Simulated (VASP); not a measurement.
# Mn3Si (Fm-3m) in VASP: single point with LDA+U

Aim: the single point of Mn3Si with LDA+U.

Everything below comes from runs of VASP 6.6.1. Logs are shortened: lines on timing, memory, paths and dates and some standing lists are left out, and cuts for length are marked.

## 1. The cell of the first run

It takes space group Fm-3m (No. 225, cubic). The conventional cell has a = 5.722 Å, b = 5.722 Å, c = 5.722 Å, α = 90.00°, β = 90.00°, γ = 90.00°. Within 3.3 Å of Mn (site symmetry m-3m) lie 8 Mn at 2.48 Å and 6 Si at 2.86 Å. Within 3.3 Å of Mn (site symmetry -43m) lie 10 Mn at 2.48 to 2.86 Å and 4 Si at 2.48 Å. Si (site symmetry m-3m) has 14 Mn at 2.48 to 2.86 Å within 3.3 Å.

## 2. Single point, LDA+U, collinear spin, ferrimagnetic start

INCAR reads:

```
ALGO     = Normal         # electronic algorithm
EDIFF    = 1E-6           # SCF threshold, eV
ENCUT    = 680            # plane-wave cutoff, eV
GGA_COMPAT= F            
ISIF     = 2              # what is computed and relaxed
ISMEAR   = -1             # smearing method
ISPIN    = 2              # spin polarisation
LASPH    = T              # aspherical terms in the spheres
LCHARG   = T              # write CHGCAR
LDAU     = T              # DFT+U
LDAUJ    = 0 0          
LDAUL    = 2 -1           # shell
LDAUPRINT= 1            
LDAUTYPE = 2            
LDAUU    = 8 0            # U, eV
LELF     = T              # ELF
LMAXMIX  = 4              # l up to which the mixer works
LORBIT   = 11             # projections on sites
LREAL    = F              # projectors in reciprocal space
LVHAR    = T            
LWAVE    = F              # write WAVECAR
MAGMOM   = 1.451 -0.41 -0.411 0 # initial moments
NBANDS   = 36             # bands
NELM     = 200            # most SCF steps
NUPDOWN  = 0.63           # fixed moment
PREC     = Accurate       # precision mode
SIGMA    = 0.05           # smearing width, eV
```

KPOINTS reads:

```
k-points
0
Gamma
  10 10 10
```

POSCAR reads:

```
Mn3Si
1.0
    0.0000000000      2.8610000000      2.8610000000
    2.8610000000      0.0000000000      2.8610000000
    2.8610000000      2.8610000000      0.0000000000
Mn Si
3 1
Direct
    0.5000000000      0.5000000000      0.5000000000
    0.2500000000      0.2500000000      0.2500000000
    0.7500000000      0.7500000000      0.7500000000
    0.0000000000      0.0000000000      0.0000000000
```

Potentials or basis: VASP PAW LDA potentials, release 64 (Mn_sv, Si).

Run with:

```sh
cat potpaw_LDA.64/Mn_sv/POTCAR potpaw_LDA.64/Si/POTCAR > POTCAR
mpirun -np 1 vasp_std > vasp.out
```

OUTCAR:

```text
EDIFF = 1E-6
   ENCUT = 680
   ISIF = 2
   ISMEAR = -1
   ISPIN = 2
   LASPH = T
   LORBIT = 11
   LREAL = F
   NELM = 200
   NUPDOWN = 0.63
   PREC = Accurate

 ion  position               nearest neighbor table
   1  0.500  0.500  0.500-   2 2.48   2 2.48   2 2.48   3 2.48   3 2.48   3 2.48   3 2.48   2 2.48
                             4 2.86   4 2.86   4 2.86   4 2.86   4 2.86   4 2.86
   2  0.250  0.250  0.250-   4 2.48   4 2.48   4 2.48   1 2.48   1 2.48   1 2.48   4 2.48   1 2.48

   3  0.750  0.750  0.750-   1 2.48   1 2.48   1 2.48   4 2.48   4 2.48   4 2.48   4 2.48   1 2.48

   4  0.000  0.000  0.000-   3 2.48   3 2.48   3 2.48   2 2.48   2 2.48   2 2.48   3 2.48   2 2.48
                             1 2.86   1 2.86   1 2.86   1 2.86   1 2.86   1 2.86

  LATTYP: Found a face centered cubic cell.
 ALAT       =     5.7220000000

  Lattice vectors:

 A1 = (   0.0000000000,   2.8610000000,   2.8610000000)
 A2 = (   2.8610000000,   0.0000000000,   2.8610000000)
 A3 = (   2.8610000000,   2.8610000000,   0.0000000000)

Analysis of symmetry for initial positions (statically):
=====================================================================
 Subroutine PRICEL returns:
 Original cell was already a primitive cell.

 Routine SETGRP: Setting up the symmetry group for a
 face centered cubic supercell.

 Subroutine GETGRP returns: Found 48 space group operations
 (whereof 48 operations were pure point group operations)
 out of a pool of 48 trial point group operations.

The static configuration has the point symmetry O_h .

Analysis of symmetry for dynamics (positions and initial velocities):
=====================================================================
 Subroutine PRICEL returns:
 Original cell was already a primitive cell.

 Routine SETGRP: Setting up the symmetry group for a
 face centered cubic supercell.

 Subroutine GETGRP returns: Found 48 space group operations
 (whereof 48 operations were pure point group operations)
 out of a pool of 48 trial point group operations.

The dynamic configuration has the point symmetry O_h .

Analysis of structural, dynamic, and magnetic symmetry:
=====================================================================
 Subroutine PRICEL returns:
 Original cell was already a primitive cell.

 Routine SETGRP: Setting up the symmetry group for a
 face centered cubic supercell.

 Subroutine GETGRP returns: Found 24 space group operations
 (whereof 24 operations were pure point group operations)
 out of a pool of 48 trial point group operations.

The overall configuration has the point symmetry T_d .

 Subroutine INISYM returns: Found 24 space group operations
 (whereof 24 operations are pure point group operations),
 and found     1 'primitive' translations

----------------------------------------------------------------------------------------

                                     Primitive cell

  volume of cell :      46.8364

  direct lattice vectors                    reciprocal lattice vectors
     0.000000000  2.861000000  2.861000000    -0.174764069  0.174764069  0.174764069
     2.861000000  0.000000000  2.861000000     0.174764069 -0.174764069  0.174764069
     2.861000000  2.861000000  0.000000000     0.174764069  0.174764069 -0.174764069

  length of vectors
     4.046065002  4.046065002  4.046065002     0.302700246  0.302700246  0.302700246

[... 70 lines left out ...]
   dimension x,y,z NGXF=    72 NGYF=   72 NGZF=   72
   ions per type =               3   1
   NGX,Y,Z   is equivalent  to a cutoff of  14.79, 14.79, 14.79 a.u.
   NGXF,Y,Z  is equivalent  to a cutoff of  29.58, 29.58, 29.58 a.u.
 SYSTEM =  unknown system
   PREC   = accura    normal or accurate (medium, high low for compatibility)
   ISTART =      0    job   : 0-new  1-cont  2-samecut
   ICHARG =      2    charge: 1-file 2-atom 10-const
   ISPIN  =      2    spin polarized calculation?
   LNONCOLLINEAR =      F non collinear calculations
   LSORBIT =      F    spin-orbit coupling
   LASPH  =      T    aspherical Exc in radial PAW
   ENCUT  =  680.0 eV  49.98 Ry    7.07 a.u.   8.60  8.60  8.60*2*pi/ulx,y,z
   NELM   =    200;   NELMIN=  2; NELMDL= -5     # of ELM steps
   EDIFF  = 0.1E-05   stopping-criterion for ELM
   LREAL  =      F    real-space projection
   EDIFFG = 0.1E-04   stopping-criterion for IOM
   NSW    =      0    number of steps for IOM
   IBRION =     -1    ionic relax: 0-MD 1-quasi-New 2-CG
   NFREE  =      0    steps in history (QN), initial steepest desc. (CG)
   ISIF   =      2    stress and relaxation
   ISYM   =      2    0-nonsym 1-usesym 2-fastsym
   POTIM  = 0.5000    time-step for ionic-motion
   TEBEG  =    0.0;   TEEND  =   0.0 temperature during run
   PSTRESS=    0.0 pullay stress
   NELECT =      49.0000    total number of electrons
   NUPDOWN=       0.6300    fix difference up-down
   EMIN   =  10.00;   EMAX   =-10.00  energy-range for DOS
   EFERMI =   0.00;   METHOD = LEGACY
   ISMEAR =    -1;   SIGMA  =   0.05  broadening in eV -4-tet -1-fermi 0-gaus
   EFERMI_NEDOS =   21; number of points for ismear=-14 and -15
   IALGO  =     38    algorithm
   IMIX   =      4    mixing-type and parameters
     AMIX     =   0.40;   BMIX     =  1.00
     AMIX_MAG =   1.60;   BMIX_MAG =  1.00
  volume/ion in A,a.u.               =      11.71        79.02
  Fermi-wavevector in a.u.,A,eV,Ry     =   1.661928  3.140589 37.579378  2.762006
  Thomas-Fermi vector in A             =   2.748907
   LORBIT       =     11    0 simple, 1 ext, 2 COOP (PROOUT), +10 PAW based schemes
 LDA+U is selected, type is set to LDAUTYPE =  2
   angular momentum for each species LDAUL =     2   -1
   U (eV)           for each species LDAUU =   8.0  0.0
   J (eV)           for each species LDAUJ =   0.0  0.0
   GGA     = CA    functional components
   LHFCALC =     F    Hartree Fock is set to
   AEXX    =    0.0000 exact exchange contribution
   IVDW    =     0    specifies the selected vdW correction
   LEPSILON=     F    determine dielectric tensor
   LRPA    =     F    only Hartree local field effects (RPA)
 spin polarized calculation
  energy-cutoff  :      680.00
  volume of cell :       46.84
 maximum number of plane-waves:      1917
   NGX = 17   NGY = 17   NGZ = 17

atom =   1  type =  1  l = 2

 onsite density matrix

spin component  1
[... 83 lines left out ...]
  o =  0.0817  v =  1.0000  0.0000  0.0000  0.0000  0.0000  0.0000  0.0000  0.0000  0.0000  0.0000      0.0000  0.0000  0.0000  0.0000  0.0000  0.0000  0.0000  0.0000  0.0000  0.0000
  o =  0.0817  v =  0.0000 -0.8183 -0.0000 -0.5748 -0.0000  0.0000  0.0000  0.0000  0.0000  0.0000      0.0000  0.0000  0.0000  0.0000  0.0000  0.0000  0.0000  0.0000  0.0000  0.0000
  o =  0.0817  v =  0.0000 -0.5748  0.0000  0.8183 -0.0000  0.0000  0.0000  0.0000  0.0000  0.0000      0.0000  0.0000  0.0000  0.0000  0.0000  0.0000  0.0000  0.0000  0.0000  0.0000
  o =  0.4324  v =  0.0000  0.0000  0.0000  0.0000  0.0000  0.0000 -0.0000 -0.0002 -0.0000  1.0000      0.0000  0.0000  0.0000  0.0000  0.0000  0.0000  0.0000  0.0000  0.0000  0.0000
  o =  0.4324  v =  0.0000  0.0000  0.0000  0.0000  0.0000  0.0000  0.0000  1.0000 -0.0000  0.0002      0.0000  0.0000  0.0000  0.0000  0.0000  0.0000  0.0000  0.0000  0.0000  0.0000
  o =  0.6732  v =  0.0000  0.0000  1.0000 -0.0000 -0.0039  0.0000  0.0000  0.0000  0.0000  0.0000      0.0000  0.0000  0.0000  0.0000  0.0000  0.0000  0.0000  0.0000  0.0000  0.0000
  o =  0.6732  v =  0.0000  0.0000 -0.0039 -0.0000 -1.0000  0.0000  0.0000  0.0000  0.0000  0.0000      0.0000  0.0000  0.0000  0.0000  0.0000  0.0000  0.0000  0.0000  0.0000  0.0000
  o =  0.8369  v =  0.0000  0.0000  0.0000  0.0000  0.0000  0.0000 -0.8678  0.0000 -0.4969 -0.0000      0.0000  0.0000  0.0000  0.0000  0.0000  0.0000  0.0000  0.0000  0.0000  0.0000
  o =  0.8369  v =  0.0000  0.0000  0.0000  0.0000  0.0000  0.0000 -0.4969  0.0000  0.8678  0.0000      0.0000  0.0000  0.0000  0.0000  0.0000  0.0000  0.0000  0.0000  0.0000  0.0000
  o =  0.8369  v =  0.0000  0.0000  0.0000  0.0000  0.0000  1.0000  0.0000  0.0000  0.0000  0.0000      0.0000  0.0000  0.0000  0.0000  0.0000  0.0000  0.0000  0.0000  0.0000  0.0000

 number of electron      49.0000032 magnetization       0.6300000

 Free energy of the ion-electron system (eV)
  ---------------------------------------------------
  ext. energy  EPLUGINS =         0.00000000
  ---------------------------------------------------
  free energy    TOTEN  =       -16.32613663 eV

  energy without entropy =      -16.29417021  energy(sigma->0) =      -16.31015342

 E-fermi :  14.3042     XC(G=0): -13.4117

 val. band max:       14.2888160134   @ k =   0.3000   0.2000   0.0000
 cond. band min:      13.4015798750   @ k =  -0.4000   0.4000   0.1000
 fundamental gap:     -0.8872361384
 Fermi energy:        13.3862493254

 spin component 1

 k-point     1 :       0.0000    0.0000    0.0000
  band No.  band energies     occupation
      1     -67.6590      1.00000
      2     -63.9327      1.00000
      3     -63.9041      1.00000
      4     -36.9188      1.00000
      5     -36.9188      1.00000
      6     -36.9188      1.00000
[... 1865 lines left out ...]
     35      21.2545      0.00000
     36      23.2170      0.00000

 [... further k-points ...]
[... 5 lines left out ...]
  --------------------------------------------------------------------------------------
  -------------------------------------------------------------------------------------
  Total        4.9769155      4.9769155      4.9769155     -0.0000000     -0.0000000      0.0000000
  in kB      170.2500630    170.2500630    170.2500630     -0.0000000     -0.0000000      0.0000000
  external PRESSURE =     170.2500630 kB  Pullay stress =       0.0000000 kB

 VOLUME and BASIS-vectors are now :
 -----------------------------------------------------------------------------
  energy-cutoff  :      680.00
  volume of cell :       46.84
      direct lattice vectors                 reciprocal lattice vectors
     0.000000000  2.861000000  2.861000000    -0.174764069  0.174764069  0.174764069
     2.861000000  0.000000000  2.861000000     0.174764069 -0.174764069  0.174764069
     2.861000000  2.861000000  0.000000000     0.174764069  0.174764069 -0.174764069

 POSITION                                       TOTAL-FORCE (eV/Angst)
 -----------------------------------------------------------------------------------
      2.86100      2.86100      2.86100        -0.000000      0.000000     -0.000000
      1.43050      1.43050      1.43050        -0.000000     -0.000000      0.000000
      4.29150      4.29150      4.29150         0.000000      0.000000      0.000000
      0.00000      0.00000      0.00000        -0.000000      0.000000     -0.000000
 -----------------------------------------------------------------------------------
    total drift:                               -0.000000     -0.000000     -0.000000

  FREE ENERGIE OF THE ION-ELECTRON SYSTEM (eV)
  ---------------------------------------------------
  free  energy   TOTEN  =       -16.3261366345 eV

  energy  without entropy=      -16.2941702053  energy(sigma->0) =      -16.31015342

 total charge

# of ion       s       p       d       tot
------------------------------------------
    1        2.233   6.055   4.851  13.139
    2        2.192   6.069   4.932  13.194
    3        2.192   6.069   4.932  13.194
    4        0.740   0.966   0.000   1.706
--------------------------------------------------
tot          7.358  19.159  14.715  41.232

 magnetization (x)

# of ion       s       p       d       tot
------------------------------------------
    1        0.047   0.010   4.236   4.293
    2       -0.020  -0.021  -1.773  -1.814
    3       -0.020  -0.021  -1.773  -1.814
    4        0.043   0.110   0.000   0.153
--------------------------------------------------
tot          0.050   0.078   0.690   0.819
```

Wall time 17 min (1 thread of Intel Xeon Platinum 8488C (Sapphire Rapids), shared host); peak memory 0.33 GiB.

What came out:

| Quantity | Value |
| --- | --- |
| Free energy | -16.3261 eV |
| Pressure | 17.0 GPa |
| Net moment | 0.63 μB per cell |
| Site moments | Mn +4.29, -1.81 (each value once); Si +0.15 μB |
| Valence electrons inside the program's atomic spheres | Mn 13.14, 13.19 (each value once); Si 1.71 |

Eigenvalues of the final occupation matrices:
| site | spin | trace | eigenvalues |
| --- | --- | --- | --- |
| site 1 d | 1 | 4.57 | 0.89 0.89 0.89 0.94 0.94 |
| site 1 d | 2 | 0.31 | 0.04 0.04 0.08 0.08 0.08 |
| site 2 d | 1 | 1.59 | 0.08 0.08 0.08 0.67 0.67 |
| site 2 d | 2 | 3.38 | 0.43 0.43 0.84 0.84 0.84 |
| site 3 d | 1 | 1.59 | 0.08 0.08 0.08 0.67 0.67 |
| site 3 d | 2 | 3.38 | 0.43 0.43 0.84 0.84 0.84 |

Caveat: the cell stands under pressure; the total moment is fixed, so each spin has its own Fermi level and the state may be an excited one; the U is typed as a test and isn't derived for this compound. The state reached can hang on the start; a lower one may exist.
